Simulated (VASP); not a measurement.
Here is a VASP 6.6.1 calculation.

INCAR

```
PREC = Accurate ; ENCUT = 520
EDIFF = 1E-6 ; ISMEAR = -1
SIGMA = 0.1 ; LREAL = False
LASPH = True ; NELM = 100
ALGO = Normal ; ISIF = 2
LWAVE = False ; LCHARG = False
GGA = PE ; NBANDS = 18
```

The input KPOINTS:

```
Automatic mesh
0
Gamma
  14 14 4
```

File POSCAR:

```
Sb
1.0
    3.2979132064      0.0000000000      0.0000000000
   -1.6489566032      2.8560766162      0.0000000000
    0.0000000000      0.0000000000     11.1864452509
Sb
4
Direct
    1.0000000000      1.0000000000      1.0000000000
    1.0000000000      1.0000000000      0.5000000000
    0.3333333333      0.6666666667      0.2500000000
    0.6666666667      0.3333333333      0.7500000000
```

Potentials or basis: VASP PAW PBE potentials, release 64 (Sb).

Launch:

```sh
$ cat potpaw_PBE.64/Sb/POTCAR > POTCAR
$ mpirun -np 1 vasp_std > vasp.out
```

Question: What does it give for the pressure?

Answer: 2.5 GPa.

Question: What does it give for the band gap on the k mesh?

Answer: Zero (bands 10 and 11 overlap by 7.16 eV).

Stress tensor (GPa, compression positive):
```
2.72 0.00 0.00
0.00 2.72 0.00
0.00 0.00 2.20
```

Caveat: spin-orbit coupling is left out, which moves the levels of the heavy elements.
